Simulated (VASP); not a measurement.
# Ti3Ag (P4/mmm) in VASP: a series of runs, part 3 of 3

VASP 6.6.1.

**6. Electric field gradients, LDA (equal xx and yy strain of -1 %)**

The input, INCAR:

```
SYSTEM = Ti3Ag
PREC = Accurate
ENCUT = 520
EDIFF = 1E-8
ISMEAR = -1
SIGMA = 0.08
LREAL = .FALSE.
LASPH = .TRUE.
NELM = 100
ALGO = Normal
ISIF = 2
LWAVE = .FALSE.
LCHARG = .FALSE.
GGA = CA
LEFG = .TRUE.
NBANDS = 32
```

The input, KPOINTS:

```
regular mesh
0
G
  9 9 9
  0 0 0
```

The input, POSCAR:

```
Ti3Ag
1.0
    4.1451300000      0.0000000000      0.0000000000
    0.0000000000      4.1451300000      0.0000000000
    0.0000000000      0.0000000000      3.9500000000
Ti Ag
3 1
Direct
    0.0000000000      0.5000000000      0.5000000000
    0.5000000000      0.0000000000      0.5000000000
    0.5000000000      0.5000000000      0.0000000000
    0.0000000000      0.0000000000      0.0000000000
```

Potentials or basis: VASP PAW LDA potentials, release 64 (Ti_sv, Ag).

Launch:

```bash
cat potpaw_LDA.64/Ti_sv/POTCAR potpaw_LDA.64/Ag/POTCAR > POTCAR
mpirun -np 1 vasp_std > vasp.out
```

OUTCAR:

```text
SYSTEM = Ti3Ag
   PREC = Accurate
   ENCUT = 520
   EDIFF = 1E-8
   ISMEAR = -1
   LREAL = .FALSE.
   LASPH = .TRUE.
   NELM = 100
   ISIF = 2
   GGA = CA

 ion  position               nearest neighbor table
   1  0.000  0.500  0.500-   3 2.86   4 2.86   3 2.86   4 2.86   4 2.86   4 2.86   3 2.86   3 2.86

   2  0.500  0.000  0.500-   3 2.86   4 2.86   3 2.86   4 2.86   3 2.86   3 2.86   4 2.86   4 2.86

   3  0.500  0.500  0.000-   1 2.86   2 2.86   1 2.86   2 2.86   2 2.86   2 2.86   1 2.86   1 2.86
                             4 2.93   4 2.93   4 2.93   4 2.93
   4  0.000  0.000  0.000-   1 2.86   2 2.86   1 2.86   2 2.86   1 2.86   1 2.86   2 2.86   2 2.86
                             3 2.93   3 2.93   3 2.93   3 2.93

  LATTYP: Found a simple tetragonal cell.
 ALAT       =     4.1451300000
 C/A-ratio  =     0.9529254812

  Lattice vectors:

 A1 = (   4.1451300000,   0.0000000000,   0.0000000000)
 A2 = (   0.0000000000,   4.1451300000,   0.0000000000)
 A3 = (   0.0000000000,   0.0000000000,   3.9500000000)

Analysis of symmetry for initial positions (statically):
=====================================================================
 Subroutine PRICEL returns:
 Original cell was already a primitive cell.

 Routine SETGRP: Setting up the symmetry group for a
 simple tetragonal supercell.

 Subroutine GETGRP returns: Found 16 space group operations
 (whereof 16 operations were pure point group operations)
 out of a pool of 16 trial point group operations.

The static configuration has the point symmetry D_4h.

[... 172 lines left out ...]
  band No.  band energies     occupation
      1     -47.7347      2.00000
      2     -47.6245      2.00000
      3     -47.5432      2.00000
      4     -24.5427      2.00000
      5     -24.5427      2.00000
      6     -24.5233      2.00000
[... 829 lines left out ...]
     31      10.5701      0.00000
     32      10.7354      0.00000

 [... further k-points ...]
[... 5 lines left out ...]
  --------------------------------------------------------------------------------------
  -------------------------------------------------------------------------------------
  Total       -3.5803017     -3.5803017     -2.7952730      0.0000000      0.0000000      0.0000000
  in kB      -84.5194760    -84.5194760    -65.9874580      0.0000000      0.0000000      0.0000000
  external PRESSURE =     -78.3421366 kB  Pullay stress =       0.0000000 kB

 VOLUME and BASIS-vectors are now :
 -----------------------------------------------------------------------------
  energy-cutoff  :      520.00
  volume of cell :       67.87
      direct lattice vectors                 reciprocal lattice vectors
     4.145130000  0.000000000  0.000000000     0.241246957  0.000000000  0.000000000
     0.000000000  4.145130000  0.000000000     0.000000000  0.241246957  0.000000000
     0.000000000  0.000000000  3.950000000     0.000000000  0.000000000  0.253164557

 POSITION                                       TOTAL-FORCE (eV/Angst)
 -----------------------------------------------------------------------------------
      0.00000      2.07256      1.97500         0.000000      0.000000      0.000000
      2.07256      0.00000      1.97500         0.000000      0.000000      0.000000
      2.07256      2.07256      0.00000         0.000000      0.000000      0.000000
      0.00000      0.00000      0.00000         0.000000      0.000000      0.000000
 -----------------------------------------------------------------------------------
    total drift:                                0.000000     -0.000000     -0.000000

  FREE ENERGIE OF THE ION-ELECTRON SYSTEM (eV)
  ---------------------------------------------------
  free  energy   TOTEN  =       -29.1766609549 eV

  energy  without entropy=      -29.0234244918  energy(sigma->0) =      -29.10004272

 Electric field gradients (V/A^2)
---------------------------------------------------------------------
 ion       V_xx      V_yy      V_zz      V_xy      V_xz      V_yz
---------------------------------------------------------------------
   1       2.151    -1.699    -0.452     0.000     0.000     0.000
   2      -1.699     2.151    -0.452     0.000     0.000     0.000
   3       2.821     2.821    -5.643     0.000     0.000     0.000
   4      -0.767    -0.767     1.534     0.000    -0.000     0.000
---------------------------------------------------------------------

 Electric field gradients after diagonalization (V/A^2)
 (convention: |V_zz| > |V_xx| > |V_yy|)
----------------------------------------------------------------------
 ion       V_xx      V_yy      V_zz     asymmetry (V_yy - V_xx)/ V_zz
----------------------------------------------------------------------
   1      -1.699    -0.452     2.151       0.580
   2      -1.699    -0.452     2.151       0.580
   3       2.821     2.821    -5.643       0.000
   4      -0.767    -0.767     1.534       0.000
----------------------------------------------------------------------

           NMR quadrupolar parameters

 Cq : quadrupolar parameter    Cq=e*Q*V_zz/h
 eta: asymmetry parameters     (V_yy - V_xx)/ V_zz
 Q  : nuclear electric quadrupole moment in mb (millibarn)
----------------------------------------------------------------------
 ion       Cq(MHz)       eta       Q (mb)
----------------------------------------------------------------------
   1       0.005       0.580       1.000
   2       0.005       0.580       1.000
   3      -0.014       0.000       1.000
   4       0.004       0.000       1.000
----------------------------------------------------------------------
```

OSZICAR:

```text
N       E                     dE             d eps       ncg     rms          rms(c)
DAV:   1     0.573070975577E+03    0.57307E+03   -0.23031E+04  4824   0.174E+03
DAV:   2     0.299289043445E+02   -0.54314E+03   -0.52639E+03  4896   0.524E+02
DAV:   3    -0.279614655367E+02   -0.57890E+02   -0.55817E+02  7864   0.147E+02
DAV:   4    -0.330853370313E+02   -0.51239E+01   -0.50373E+01  7064   0.417E+01
DAV:   5    -0.333315582083E+02   -0.24622E+00   -0.24610E+00  6544   0.756E+00    0.156E+01
DAV:   6    -0.292776645448E+02    0.40539E+01   -0.15794E+01  5792   0.323E+01    0.525E+00
DAV:   7    -0.295514924055E+02   -0.27383E+00   -0.27764E+00  6880   0.144E+01    0.647E+00
DAV:   8    -0.291966208999E+02    0.35487E+00   -0.20175E+00  6896   0.902E+00    0.265E+00
DAV:   9    -0.291765866688E+02    0.20034E-01   -0.22153E-01  6296   0.423E+00    0.166E+00
DAV:  10    -0.291771360884E+02   -0.54942E-03   -0.63347E-02  5864   0.215E+00    0.270E-01
DAV:  11    -0.291763311378E+02    0.80495E-03   -0.87015E-03  7040   0.907E-01    0.139E-01
DAV:  12    -0.291766401734E+02   -0.30904E-03   -0.90827E-04  6016   0.251E-01    0.515E-02
DAV:  13    -0.291766595339E+02   -0.19360E-04   -0.19980E-04  7432   0.750E-02    0.254E-02
DAV:  14    -0.291766621570E+02   -0.26232E-05   -0.16653E-05  6752   0.334E-02    0.158E-02
DAV:  15    -0.291766609913E+02    0.11658E-05   -0.90550E-06  6232   0.262E-02    0.256E-03
DAV:  16    -0.291766609540E+02    0.37277E-07   -0.41646E-07  6304   0.644E-03    0.799E-04
DAV:  17    -0.291766609549E+02   -0.94406E-09   -0.49771E-08  5864   0.149E-03
   1 F= -.29176661E+02 E0= -.29100043E+02  d E =-.153236E+00
```

It took 5.3 min on 1 thread of AMD EPYC 7R13, shared host; peak memory 0.23 GiB.

Results:

```yaml
Free_energy: -29.1767 eV
Pressure: -7.8 GPa
```

Levels at points of the mesh, in eV from the Fermi level:
```tsv
k point	band 20	band 21	band 22	band 23	band 24	band 25	band 26	band 27	band 28	band 29
(0.00, 0.00, 0.00)	-0.55	-0.55	-0.51	-0.21	0.03	2.24	2.24	2.28	2.28	2.31
```

Electric field gradients, principal values (V/Å²):
```tsv
atom	least	middle	greatest (by size)
1 Ti	-0.452	-1.699	2.151
2 Ti	-0.452	-1.699	2.151
3 Ti	2.821	2.821	-5.643
4 Ag	-0.767	-0.767	1.534
```

Caveat: the cell differs from its parent crystal (equal xx and yy strain of -1 %); without QUAD_EFG the Cq values of the log hold for a quadrupole moment of 1 mb, not for the nuclei.

**7. Overview**

```csv
cell,gap on the mesh (eV),pressure (GPa)
"a = 4.201, b = 4.201, c = 3.963 Å, 4 atoms",none,-10.7
"a = 4.242, b = 4.242, c = 4.002 Å, 4 atoms",none,-13.1
"a = 4.102, b = 4.102, c = 3.869 Å, 4 atoms",none,-3.2
"a = 4.145, b = 4.145, c = 3.950 Å, 4 atoms",none,-7.8
```

Alike in all rows: task electric field gradients; level LDA; potentials or basis VASP PAW LDA potentials, release 64 (Ti_sv, Ag); no spin polarisation; k mesh 9 × 9 × 9; cutoff (eV) 520; smearing fermi-dirac 0.08 eV.

Absolute energies hang on the potentials; compare differences alone.
